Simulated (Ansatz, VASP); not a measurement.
# WS2 in VASP and in Ansatz

```xyz
6
Lattice="3.1878 0.0000 0.0000 -1.5939 2.7607 0.0000 0.0000 0.0000 14.8571" Properties=species:S:1:pos:R:3 pbc="T T T"
W     0.0000    1.8405    3.7143
W     1.5939    0.9202   11.1428
S     0.0000    1.8405    9.5718
S     1.5939    0.9202    2.2632
S     0.0000    1.8405   12.7139
S     1.5939    0.9202    5.2853
```

Alike in both runs: task single point; functional PBE; k mesh 10 × 10 × 2; occupations gaussian, width 0.05 eV; collinear spin.

```csv
,VASP,Ansatz
version,VASP 6.6.1,Ansatz 0.2.0
potentials or method,"VASP PAW PBE potentials, release 64 (W_sv, S), cutoff 520 eV","scalar-relativistic, plane waves, PAW"
valence electrons in the cell,52,52
```

```csv
,VASP,Ansatz,Ansatz less VASP
gap on the k mesh at the Fermi level (eV),1.44,1.43,-0.016
least direct gap on the mesh (eV),1.91,1.90,-0.008
pressure (GPa),2.9,2.9,+0.04
"traceless stress, the component that is largest in VASP (GPa)",1.85,1.86,+0.008
rms of the force components (eV/Å),0.760,0.759,-0.0002
net moment per atom (μB),0.00,0.00,0.000
```

Atom by atom the forces differ by 0.001 eV/Å (rms over components). Ansatz's warnings: seeded moment not kept.

Neither program's run includes spin-orbit coupling.
